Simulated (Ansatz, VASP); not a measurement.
NaCl: VASP beside Ansatz

The input INCAR:

```
PREC = Accurate
ENCUT = 500
EDIFF = 1E-6
ISMEAR = 0
SIGMA = 0.05
LREAL = False
LASPH = True
NELM = 120
ALGO = Normal
ISIF = 2
LWAVE = False
LCHARG = False
GGA = PE
NBANDS = 14
GGA_COMPAT = False
```

KPOINTS

```
Automatic mesh
0
Gamma
  8 8 8
```

File POSCAR:

```
NaCl
1.0
    3.3200965480      0.0000000000      0.0000000000
    0.0000000000      3.3200965480      0.0000000000
    0.0000000000      0.0000000000      3.3200965480
Na Cl
1 1
Direct
    0.0000000000      0.0000000000      0.0000000000
    0.5000000000      0.5000000000      0.5000000000
```

Input for Ansatz:

```yaml
crystal:
  lattice:
    - [3.320096548, 0.0, 0.0]
    - [0.0, 3.320096548, 0.0]
    - [0.0, 0.0, 3.320096548]
  atoms:
    - { symbol: Na, position: [0.0, 0.0, 0.0] }
    - { symbol: Cl, position: [0.5, 0.5, 0.5] }
basis:
  ecutwfc: 420
  ecutrho_ratio: 4
kpoints:
  mp_grid: { grid: [8, 8, 8] }
hamiltonian:
  xc: pbe
scf:
  occupations: { method: gaussian, width: 0.05 }
output:
  forces: true
  stress: true
  eigenvalues: true
```

Alike in both runs: task single point; functional PBE; k mesh 8 × 8 × 8; occupations gaussian, width 0.05 eV; no spin polarisation.

|  | VASP | Ansatz |
| --- | --- | --- |
| version | VASP 6.6.1 | Ansatz 0.2.0 |
| potentials or method | VASP PAW PBE potentials, release 64 (Na_pv, Cl), cutoff 500 eV | scalar-relativistic, plane waves, PAW |
| valence electrons in the cell | 14 | 16 |

```tsv
	VASP	Ansatz	Ansatz less VASP
gap on the k mesh at the Fermi level (eV)	4.59	4.59	+0.001
least direct gap on the mesh (eV)	5.23	5.23	+0.001
pressure (GPa)	6.1	6.2	+0.07
```

With one functional, cell and mesh, what is left measures potentials, basis and numerics. VASP's potentials hold 14 valence electrons a cell and Ansatz's 16, so a difference there can come from the potentials and not from the codes.
